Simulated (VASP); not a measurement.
Here is a VASP 6.6.1 calculation.

File INCAR:

```
SYSTEM = Ge6F
ALGO = Normal ; DIPOL = 0.5 0.5 0.317
EDIFF = 1E-6 ; ENCUT = 520
GGA = PE ; IDIPOL = 3
ISIF = 2 ; ISMEAR = 0
LASPH = .True. ; LCHARG = .False.
LDIPOL = .True. ; LREAL = .False.
LWAVE = .False. ; NBANDS = 54
NELM = 100 ; PREC = Accurate
SIGMA = 0.1
```

KPOINTS

```
k-points
0
Gamma
  7 5 1
  0 0 0
```

File POSCAR:

```
Ge6F
1.0
    4.0740542126      0.0000000000      0.0000000000
    0.0000000000      5.7615827213      0.0000000000
    0.0000000000      0.0000000000     19.5242196736
Ge F
6 1
Direct
    0.5000000000      0.0000000000      0.2048737449
    0.0000000000      0.2500000000      0.2048737449
    0.0000000000      0.5005156572      0.3087424246
    0.5000000000      0.7494843428      0.3087424246
    0.5000000000      0.0069199665      0.4109879835
    0.0000000000      0.2430800335      0.4109879835
    0.5000000000      0.3402532998      0.3667349718
```

Potentials or basis: VASP PAW PBE potentials, release 64 (Ge_d, F).

Run with:

```sh
$ cat potpaw_PBE.64/Ge_d/POTCAR potpaw_PBE.64/F/POTCAR > POTCAR
$ mpirun -np 1 vasp_std > vasp.out
```

Predict the band gap on the k mesh.

zero (an odd number of electrons rules out a gap without spin polarisation).

What does it give for the largest force?

0.873 eV/Å.

Forces in eV/Å, atoms in the order of the input:
```
Ge   0.000  0.281 -0.189
Ge   0.000 -0.416  0.224
Ge   0.000  0.423 -0.461
Ge   0.000  0.571 -0.600
Ge   0.000 -0.378  0.177
Ge   0.000  0.008  0.873
F    0.000 -0.489 -0.025
```

Caveat: an odd number of electrons without spin polarisation forces a metal; a magnetic or distorted state may lie lower.
